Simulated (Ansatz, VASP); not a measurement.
# Al2Zn: VASP beside Ansatz

The input INCAR:

```
SYSTEM = Al2Zn
  ALGO = Fast
  EDIFF = 1E-6
  ENCUT = 520
  ISIF = 2
  ISMEAR = 0
  LASPH = .True.
  LCHARG = .False.
  LREAL = .False.
  LWAVE = .False.
  NBANDS = 16
  NELM = 100
  PREC = Accurate
  SIGMA = 0.15
```

KPOINTS

```
k-points
0
Gamma
  18 18 8
  0 0 0
```

File POSCAR:

```
Al2Zn
1.0
    2.6746818653      0.0000000000      0.0000000000
   -1.3373409326      2.3163424424      0.0000000000
    0.0000000000      0.0000000000      7.9068945301
Al Zn
2 1
Direct
    0.3333333333      0.6666666667      0.3282219152
    0.6666666667      0.3333333333      0.6717780848
    0.0000000000      0.0000000000      0.0000000000
```

Input for Ansatz:

```yaml
crystal:
  lattice:
    - [2.6746818653, 0.0, 0.0]
    - [-1.3373409326, 2.3163424424, 0.0]
    - [0.0, 0.0, 7.9068945301]
  atoms:
    - { symbol: Al, position: [0.3333333333, 0.6666666667, 0.3282219152] }
    - { symbol: Al, position: [0.6666666667, 0.3333333333, 0.6717780848] }
    - { symbol: Zn, position: [0.0, 0.0, 0.0] }
basis:
  ecutwfc: 520.0
kpoints:
  mp_grid: { grid: [18, 18, 8] }
hamiltonian:
  xc: lda
  pseudopotentials: { kind: paw }
scf:
  occupations: { method: gaussian, width: 0.15 }
output:
  forces: true
  stress: true
  eigenvalues: true
  write_density: true
  write_potential: true
  elf: true
  volumetric_format: npy
```

Alike in both runs: task single point; functional LDA; k mesh 18 × 18 × 8; occupations gaussian, width 0.15 eV; no spin polarisation.

|  | VASP | Ansatz |
| --- | --- | --- |
| version | VASP 6.6.1 | Ansatz 0.2.0 |
| potentials or method | VASP PAW LDA potentials, release 64 (Al, Zn), cutoff 520 eV | scalar-relativistic, plane waves, PAW |
| valence electrons in the cell | 18 | 18 |

VASP gave:

```
gap on the k mesh at the Fermi level (eV)                     : none
pressure (GPa)                                                : -2.2
traceless stress, the component that is largest in VASP (GPa) : -6.08
rms of the force components (eV/Å)                            : 0.007
```

Problem. Which values does Ansatz return?

Solution. gap on the k mesh at the Fermi level (eV): none; pressure (GPa): -2.4; traceless stress, the component that is largest in VASP (GPa): -5.96; rms of the force components (eV/Å): 0.004.

LDA's correlation is that of Perdew and Zunger in VASP and of Perdew and Wang (1992) in Ansatz. Atom by atom the forces differ by 0.003 eV/Å (rms over components). A gap of «none» marks a metal or a gap that the smearing closes.
